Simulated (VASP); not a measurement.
# GaP (F-43m) in VASP: settings compared

Aim: see how the results for GaP move with the level of theory and the settings. Levels: revPBE, PBE. Tasks: single point.

All numbers are computed with VASP 6.6.1; they aren't measurements. Logs are shortened: lines on timing, memory, paths and dates and some standing lists are left out, and cuts for length are marked.

**The experiment to reproduce.**

From “Stacking defects in GaP nanowires: Electronic structure and optical properties”, 2018, arxiv:1810.01194, for a bulk crystal of GaP at 10 K: band gap 2.34 eV (indirect).

How close the calculation comes is told below.

### 1 The cell of the first run

Symmetry: F-43m, No. 216, cubic system. Conventional cell: a = 5.451 Å, b = 5.451 Å, c = 5.451 Å, α = 90.00°, β = 90.00°, γ = 90.00°. Ga (site symmetry -43m) has 4 P at 2.36 Å within 3.1 Å. Within 3.1 Å of P (site symmetry -43m) lie 4 Ga at 2.36 Å.

### 2 Single point, revPBE

Input file INCAR:

```
SYSTEM = GaP
  PREC = Accurate
  ENCUT = 520
  EDIFF = 1E-7
  ISMEAR = -1
  SIGMA = 0.05
  LREAL = .False.
  LASPH = .True.
  NELM = 100
  ALGO = Normal
  ISIF = 2
  LWAVE = .False.
  LCHARG = .False.
  GGA = RE
  NBANDS = 16
```

Input file KPOINTS:

```
Automatic mesh
0
Gamma
  8 8 8
  0 0 0
```

Input file POSCAR:

```
GaP
1.0
    0.0000000000      2.7252500000      2.7252500000
    2.7252500000      0.0000000000      2.7252500000
    2.7252500000      2.7252500000      0.0000000000
Ga P
1 1
Direct
    0.0000000000      0.0000000000      0.0000000000
    0.7500000000      0.7500000000      0.7500000000
```

Potentials or basis: VASP PAW PBE potentials, release 64 (Ga_d, P).

On the command line:

```sh
$ cat potpaw_PBE.64/Ga_d/POTCAR potpaw_PBE.64/P/POTCAR > POTCAR
$ mpirun -np 1 vasp_std > vasp.out
```

OUTCAR:

```text
SYSTEM = GaP
   PREC = Accurate
   ENCUT = 520
   EDIFF = 1E-7
   ISMEAR = -1
   LREAL = .False.
   LASPH = .True.
   NELM = 100
   ISIF = 2
   GGA = RE

 ion  position               nearest neighbor table
   1  0.000  0.000  0.000-   2 2.36   2 2.36   2 2.36   2 2.36
   2  0.750  0.750  0.750-   1 2.36   1 2.36   1 2.36   1 2.36

  LATTYP: Found a face centered cubic cell.
 ALAT       =     5.4505000000

  Lattice vectors:

 A1 = (   0.0000000000,   2.7252500000,   2.7252500000)
 A2 = (   2.7252500000,   0.0000000000,   2.7252500000)
 A3 = (   2.7252500000,   2.7252500000,   0.0000000000)

Analysis of symmetry for initial positions (statically):
[... 5 lines left out ...]
 face centered cubic supercell.

 Subroutine GETGRP returns: Found 24 space group operations
 (whereof 24 operations were pure point group operations)
 out of a pool of 48 trial point group operations.

The static configuration has the point symmetry T_d .

Analysis of symmetry for dynamics (positions and initial velocities):
[... 5 lines left out ...]
 face centered cubic supercell.

 Subroutine GETGRP returns: Found 24 space group operations
 (whereof 24 operations were pure point group operations)
 out of a pool of 48 trial point group operations.

The dynamic configuration has the point symmetry T_d .

 Subroutine INISYM returns: Found 24 space group operations
 (whereof 24 operations are pure point group operations),
 and found     1 'primitive' translations

----------------------------------------------------------------------------------------

                                     Primitive cell

  volume of cell :      40.4808

  direct lattice vectors                    reciprocal lattice vectors
     0.000000000  2.725250000  2.725250000    -0.183469406  0.183469406  0.183469406
     2.725250000  0.000000000  2.725250000     0.183469406 -0.183469406  0.183469406
     2.725250000  2.725250000  0.000000000     0.183469406  0.183469406 -0.183469406

  length of vectors
     3.854085511  3.854085511  3.854085511     0.317778334  0.317778334  0.317778334

  position of ions in fractional coordinates (direct lattice)
     0.000000000  0.000000000  0.000000000
     0.750000000  0.750000000  0.750000000

  ion indices of the primitive-cell ions
   primitive index   ion index
                 1           1
                 2           2

----------------------------------------------------------------------------------------

 KPOINTS: Automatic mesh

Automatic generation of k-mesh.
 Grid dimensions read from file:
 generate k-points for:    8    8    8

 Generating k-lattice:

  Cartesian coordinates                     Fractional coordinates (reciprocal lattice)
    -0.022933676  0.022933676  0.022933676     0.125000000  0.000000000  0.000000000
     0.022933676 -0.022933676  0.022933676     0.000000000  0.125000000  0.000000000
     0.022933676  0.022933676 -0.022933676     0.000000000  0.000000000  0.125000000

  Length of vectors
     0.039722292  0.039722292  0.039722292

  Shift w.r.t. Gamma in fractional coordinates (k-lattice)
     0.000000000  0.000000000  0.000000000

 Subroutine IBZKPT returns following result:
 ===========================================

 Found     29 irreducible k-points:

 Following reciprocal coordinates:
            Coordinates               Weight
  0.000000  0.000000  0.000000      1.000000
  0.125000  0.000000  0.000000      8.000000
  0.250000  0.000000  0.000000      8.000000
  0.375000  0.000000  0.000000      8.000000
  0.500000  0.000000  0.000000      4.000000
  0.125000  0.125000  0.000000      6.000000
[... 16 lines left out ...]
  0.500000  0.250000  0.125000     48.000000
 -0.375000  0.250000  0.125000     24.000000
 [... further k-points ...]
   k-points           NKPTS =     29   k-points in BZ     NKDIM =     29   number of bands    NBANDS=     16
   number of dos      NEDOS =    301   number of ions     NIONS =      2
   total plane-waves  NPLWV =  27000
   dimension x,y,z NGX =    30 NGY =   30 NGZ =   30
   dimension x,y,z NGXF=    60 NGYF=   60 NGZF=   60
   ions per type =               1   1
   NGX,Y,Z   is equivalent  to a cutoff of  12.94, 12.94, 12.94 a.u.
   NGXF,Y,Z  is equivalent  to a cutoff of  25.88, 25.88, 25.88 a.u.
 SYSTEM =  GaP
   PREC   = accura    normal or accurate (medium, high low for compatibility)
   ISTART =      0    job   : 0-new  1-cont  2-samecut
   ICHARG =      2    charge: 1-file 2-atom 10-const
   ISPIN  =      1    spin polarized calculation?
   LNONCOLLINEAR =      F non collinear calculations
   LSORBIT =      F    spin-orbit coupling
   LASPH  =      T    aspherical Exc in radial PAW
   ENCUT  =  520.0 eV  38.22 Ry    6.18 a.u.   7.17  7.17  7.17*2*pi/ulx,y,z
   NELM   =    100;   NELMIN=  2; NELMDL= -5     # of ELM steps
   EDIFF  = 0.1E-06   stopping-criterion for ELM
   LREAL  =      F    real-space projection
   EDIFFG = 0.1E-05   stopping-criterion for IOM
   NSW    =      0    number of steps for IOM
   IBRION =     -1    ionic relax: 0-MD 1-quasi-New 2-CG
   NFREE  =      0    steps in history (QN), initial steepest desc. (CG)
   ISIF   =      2    stress and relaxation
   ISYM   =      2    0-nonsym 1-usesym 2-fastsym
   POTIM  = 0.5000    time-step for ionic-motion
   TEBEG  =    0.0;   TEEND  =   0.0 temperature during run
   PSTRESS=    0.0 pullay stress
   NELECT =      18.0000    total number of electrons
   NUPDOWN=      -1.0000    fix difference up-down
   EMIN   =  10.00;   EMAX   =-10.00  energy-range for DOS
   EFERMI =   0.00;   METHOD = LEGACY
   ISMEAR =    -1;   SIGMA  =   0.05  broadening in eV -4-tet -1-fermi 0-gaus
   EFERMI_NEDOS =   21; number of points for ismear=-14 and -15
   IALGO  =     38    algorithm
   IMIX   =      4    mixing-type and parameters
     AMIX     =   0.40;   BMIX     =  1.00
     AMIX_MAG =   1.60;   BMIX_MAG =  1.00
  volume/ion in A,a.u.               =      20.24       136.59
  Fermi-wavevector in a.u.,A,eV,Ry     =   1.249538  2.361284 21.243377  1.561344
  Thomas-Fermi vector in A             =   2.383574
   LORBIT       =      0    0 simple, 1 ext, 2 COOP (PROOUT), +10 PAW based schemes
   GGA     = RE    functional components
   LHFCALC =     F    Hartree Fock is set to
   AEXX    =    0.0000 exact exchange contribution
   IVDW    =     0    specifies the selected vdW correction
   LEPSILON=     F    determine dielectric tensor
   LRPA    =     F    only Hartree local field effects (RPA)
 non-spin polarized calculation
  energy-cutoff  :      520.00
  volume of cell :       40.48
 maximum number of plane-waves:      1106
 NGX is ok and might be reduce to    30
   NGX = 15   NGY = 15   NGZ = 15

 number of electron      17.9999989 magnetization

 Free energy of the ion-electron system (eV)
  ---------------------------------------------------
  ext. energy  EPLUGINS =         0.00000000
  ---------------------------------------------------
  free energy    TOTEN  =        -8.52940221 eV

  energy without entropy =       -8.52940221  energy(sigma->0) =       -8.52940221

 E-fermi :   5.5411     XC(G=0):  -9.7094

 val. band max:        4.7202003138   @ k =   0.0000   0.0000   0.0000
 cond. band min:       6.4238311902   @ k =   0.3750   0.3750   0.0000
 fundamental gap:      1.7036308764
 Fermi energy:         5.5411442071

 k-point     1 :       0.0000    0.0000    0.0000
  band No.  band energies     occupation
      1      -9.8237      2.00000
      2      -9.8237      2.00000
      3      -9.8237      2.00000
      4      -9.7241      2.00000
      5      -9.7241      2.00000
      6      -7.7495      2.00000
[... 8 lines left out ...]
     15      14.4761      0.00000
     16      14.4761      0.00000

 k-point     2 :       0.1250    0.0000    0.0000
  band No.  band energies     occupation
      1      -9.8374      2.00000
      2      -9.8190      2.00000
      3      -9.8190      2.00000
      4      -9.7241      2.00000
      5      -9.7241      2.00000
      6      -7.5474      2.00000
[... 8 lines left out ...]
     15      13.8768      0.00000
     16      14.5667      0.00000

 k-point     3 :       0.2500    0.0000    0.0000
  band No.  band energies     occupation
      1      -9.8675      2.00000
      2      -9.8090      2.00000
      3      -9.8090      2.00000
      4      -9.7228      2.00000
      5      -9.7228      2.00000
      6      -6.9751      2.00000
[... 8 lines left out ...]
     15      13.7047      0.00000
     16      14.7796      0.00000

 k-point     4 :       0.3750    0.0000    0.0000
  band No.  band energies     occupation
      1      -9.8946      2.00000
      2      -9.8014      2.00000
      3      -9.8014      2.00000
      4      -9.7191      2.00000
      5      -9.7191      2.00000
      6      -6.1781      2.00000
[... 8 lines left out ...]
     15      14.9000      0.00000
     16      14.9000      0.00000

 k-point     5 :       0.5000    0.0000    0.0000
  band No.  band energies     occupation
      1      -9.9051      2.00000
      2      -9.7990      2.00000
      3      -9.7990      2.00000
      4      -9.7167      2.00000
      5      -9.7167      2.00000
      6      -5.6910      2.00000
[... 8 lines left out ...]
     15      16.3896      0.00000
     16      16.3896      0.00000

 k-point     6 :       0.1250    0.1250    0.0000
  band No.  band energies     occupation
      1      -9.8462      2.00000
      2      -9.8146      2.00000
      3      -9.8146      2.00000
      4      -9.7282      2.00000
      5      -9.7209      2.00000
      6      -7.4803      2.00000
[... 8 lines left out ...]
     15      14.7200      0.00000
     16      14.9296      0.00000
[... 267 lines left out ...]
 k-point    21 :       0.5000    0.5000    0.0000
  band No.  band energies     occupation
      1      -9.9413      2.00000
      2      -9.7595      2.00000
      3      -9.7586      2.00000
      4      -9.7586      2.00000
      5      -9.7024      2.00000
      6      -4.7952      2.00000
[... 8 lines left out ...]
     15      17.0738      0.00000
     16      17.7306      0.00000

 k-point    22 :       0.3750    0.2500    0.1250
  band No.  band energies     occupation
      1      -9.8908      2.00000
      2      -9.7971      2.00000
      3      -9.7931      2.00000
      4      -9.7347      2.00000
      5      -9.7150      2.00000
      6      -6.4885      2.00000
[... 8 lines left out ...]
     15      15.8508      0.00000
     16      17.2426      0.00000

 k-point    23 :       0.5000    0.2500    0.1250
  band No.  band energies     occupation
      1      -9.9062      2.00000
      2      -9.7933      2.00000
      3      -9.7841      2.00000
      4      -9.7326      2.00000
      5      -9.7151      2.00000
      6      -5.7381      2.00000
[... 8 lines left out ...]
     15      16.3188      0.00000
     16      17.5905      0.00000

 k-point    24 :      -0.3750    0.2500    0.1250
  band No.  band energies     occupation
      1      -9.9119      2.00000
      2      -9.7927      2.00000
      3      -9.7808      2.00000
      4      -9.7290      2.00000
      5      -9.7167      2.00000
      6      -5.2864      2.00000
[... 8 lines left out ...]
     15      16.7668      0.00000
     16      17.2665      0.00000

 [... further k-points ...]
[... 5 lines left out ...]
  --------------------------------------------------------------------------------------
  -------------------------------------------------------------------------------------
  Total        0.9978271      0.9978271      0.9978271      0.0000000      0.0000000     -0.0000000
  in kB       39.4926996     39.4926996     39.4926996      0.0000000      0.0000000     -0.0000000
  external PRESSURE =      39.4926996 kB  Pullay stress =       0.0000000 kB

 VOLUME and BASIS-vectors are now :
 -----------------------------------------------------------------------------
  energy-cutoff  :      520.00
  volume of cell :       40.48
      direct lattice vectors                 reciprocal lattice vectors
     0.000000000  2.725250000  2.725250000    -0.183469406  0.183469406  0.183469406
     2.725250000  0.000000000  2.725250000     0.183469406 -0.183469406  0.183469406
     2.725250000  2.725250000  0.000000000     0.183469406  0.183469406 -0.183469406

 POSITION                                       TOTAL-FORCE (eV/Angst)
 -----------------------------------------------------------------------------------
      0.00000      0.00000      0.00000         0.000000     -0.000000     -0.000000
      4.08788      4.08788      4.08788        -0.000000      0.000000      0.000000
 -----------------------------------------------------------------------------------
    total drift:                               -0.000002     -0.000002     -0.000002

  FREE ENERGIE OF THE ION-ELECTRON SYSTEM (eV)
  ---------------------------------------------------
  free  energy   TOTEN  =        -8.5294022085 eV

  energy  without entropy=       -8.5294022068  energy(sigma->0) =       -8.52940221
```

Wall time 26 s (1 thread of Intel Xeon Platinum 8488C (Sapphire Rapids), shared host); peak memory 0.17 GiB.

Results:

| Item | Value |
| --- | --- |
| Free energy | -8.5294 eV |
| Pressure | 3.9 GPa |
| Band gap on the k mesh | 1.70 eV, indirect (least direct gap 1.93 eV) |

Levels at points of the mesh, in eV from the valence-band top:
```csv
k point,band 5,band 6,band 7,band 8,band 9,band 10,band 11,band 12,band 13,band 14
"(0.00, 0.00, 0.00)",-14.44,-12.47,0.00,0.00,0.00,1.93,3.91,3.91,3.91,8.97
"(0.50, 0.00, 0.00)",-14.44,-10.41,-6.60,-1.11,-1.11,1.74,4.74,4.74,8.41,11.01
"(0.50, 0.50, 0.00)",-14.42,-9.52,-6.72,-2.67,-2.67,1.73,1.88,10.63,10.63,11.30
```

Caveat: the PAW data sets were made with another functional, which shifts forces and pressure a little.

### 3 Single point, PBE

Input file INCAR:

```
SYSTEM = GaP
PREC = Accurate
ENCUT = 520
EDIFF = 1E-6
ISMEAR = 0
SIGMA = 0.023
LREAL = .FALSE.
LASPH = .TRUE.
NELM = 60
ALGO = Normal
ISIF = 2
LWAVE = .FALSE.
LCHARG = .FALSE.
GGA = PE
NBANDS = 16
```

Input file KPOINTS:

```
regular mesh
0
G
  8 8 8
  0 0 0
```

POSCAR is that of step 2.

Potentials or basis: VASP PAW PBE potentials, release 64 (Ga_d, P).

On the command line:

```sh
$ cat potpaw_PBE.64/Ga_d/POTCAR potpaw_PBE.64/P/POTCAR > POTCAR
$ mpirun -np 1 vasp_std > vasp.out
```

Run time: 23 s. Hardware: 1 thread of Intel Xeon Platinum 8488C (Sapphire Rapids), shared host; peak memory 0.17 GiB.

It converged, with:

```
Free energy            : -9.1161 eV
Pressure               : 2.4 GPa
Band gap on the k mesh : 1.64 eV, indirect (least direct gap 1.83 eV)
```

Levels at points of the mesh, in eV from the valence-band top:
```csv
k point,band 6,band 7,band 8,band 9,band 10,band 11,band 12,band 13
"(0.00, 0.00, 0.00)",-12.49,0.00,0.00,0.00,1.83,3.89,3.89,3.89
"(0.50, 0.00, 0.00)",-10.43,-6.63,-1.12,-1.12,1.67,4.72,4.72,8.29
"(0.50, 0.50, 0.00)",-9.53,-6.75,-2.68,-2.68,1.65,1.82,10.60,10.60
```

### 4 Single point, PBE

Input file INCAR:

```
SYSTEM = GaP
PREC = Accurate
ENCUT = 520
EDIFF = 1E-6
ISMEAR = 0
SIGMA = 0.016
LREAL = .FALSE.
LASPH = .TRUE.
NELM = 100
ALGO = Normal
ISIF = 2
LWAVE = .FALSE.
LCHARG = .TRUE.
GGA = PE
LELF = .TRUE.
LVHAR = .TRUE.
NBANDS = 16
```

Input file KPOINTS:

```
Automatic mesh
0
G
  8 8 8
  0 0 0
```

POSCAR is that of step 3.

On the command line:

```sh
$ cat potpaw_PBE.64/Ga_d/POTCAR potpaw_PBE.64/P/POTCAR > POTCAR
$ mpirun -np 1 vasp_std > vasp.out
```

Wall time 26 s (1 thread of Intel Xeon Platinum 8488C (Sapphire Rapids), shared host); peak memory 0.17 GiB.

It converged, with:

```
Free energy            : -9.1161 eV
Pressure               : 2.4 GPa
Band gap on the k mesh : 1.64 eV, indirect (least direct gap 1.83 eV)
```

Levels at points of the mesh, in eV from the valence-band top:
```tsv
k point	band 5	band 6	band 7	band 8	band 9	band 10	band 11	band 12	band 13	band 14
(0.00, 0.00, 0.00)	-14.45	-12.49	0.00	0.00	0.00	1.83	3.89	3.89	3.89	8.81
(0.50, 0.00, 0.00)	-14.44	-10.43	-6.63	-1.12	-1.12	1.67	4.72	4.72	8.29	10.89
(0.50, 0.50, 0.00)	-14.43	-9.53	-6.75	-2.68	-2.68	1.65	1.82	10.60	10.60	11.20
```

### 5 Overview

| level | smearing | gap on the mesh (eV) | pressure (GPa) |
| --- | --- | --- | --- |
| revPBE | fermi-dirac 0.05 eV | 1.70 | 3.9 |
| PBE | gaussian 0.023 eV | 1.64 | 2.4 |
| PBE | gaussian 0.016 eV | 1.64 | 2.4 |

Alike in all rows: task single point; potentials or basis VASP PAW PBE potentials, release 64 (Ga_d, P); no spin polarisation; cell as given; k mesh 8 × 8 × 8; cutoff (eV) 520.

On the cell as given the gap runs from 1.64 eV (PBE) to 1.70 eV (revPBE). The pressure there spans 2.4 GPa (PBE) to 3.9 GPa (revPBE); a positive pressure means that this level wants a larger cell, a negative one a smaller.

Caveats: the PAW data sets were made with another functional, which shifts forces and pressure a little (some runs).

Absolute energies hang on the potentials; compare differences alone.

### 6 How close it comes

Step 3. Measured gap of GaP: 2.34 eV (indirect; 10 K; quoted in “Stacking defects in GaP nanowires: Electronic structure and optical properties”, 2018, arxiv:1810.01194). This calculation gives 1.64 eV (-0.70 eV). Spin-orbit coupling on Ga is left out. The value is that of PBE on a finite k mesh, which can miss the band edges, without temperature or zero-point motion. Semilocal functionals fall short of measured gaps as a rule.

Step 4. A measured gap of GaP is 2.34 eV (indirect; 10 K; quoted in “Stacking defects in GaP nanowires: Electronic structure and optical properties”, 2018, arxiv:1810.01194); the calculated 1.64 eV misses it by -0.70 eV. Spin-orbit coupling on Ga is left out. The value is that of PBE on a finite k mesh, which can miss the band edges, without temperature or zero-point motion. Semilocal functionals fall short of measured gaps as a rule.
